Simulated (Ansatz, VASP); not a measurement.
## Two plane-wave programs on ZrC

```
CELL_PARAMETERS angstrom
0.00000 2.36915 2.36915
2.36915 0.00000 2.36915
2.36915 2.36915 0.00000
ATOMIC_POSITIONS crystal
Zr 0.50000 0.50000 0.50000
C 0.00000 0.00000 0.00000
```

Alike in both runs: task single point; functional PBE; k mesh 16 × 16 × 16; occupations gaussian, width 0.1 eV; no spin polarisation.

|  | VASP | Ansatz |
| --- | --- | --- |
| version | VASP 6.6.1 | Ansatz 0.2.0 |
| potentials or method | VASP PAW PBE potentials, release 64 (Zr_sv, C), cutoff 520 eV | scalar-relativistic, plane waves, PAW |
| valence electrons in the cell | 16 | 16 |

Ansatz gave:

| Quantity | Value |
| --- | --- |
| gap on the k mesh at the Fermi level (eV) | none |
| pressure (GPa) | -4.0 |

Q: Estimate VASP's values.

A: gap on the k mesh at the Fermi level (eV): none; pressure (GPa): -3.8.

A gap of «none» marks a metal or a gap that the smearing closes. With one functional, cell and mesh, what is left measures potentials, basis and numerics.
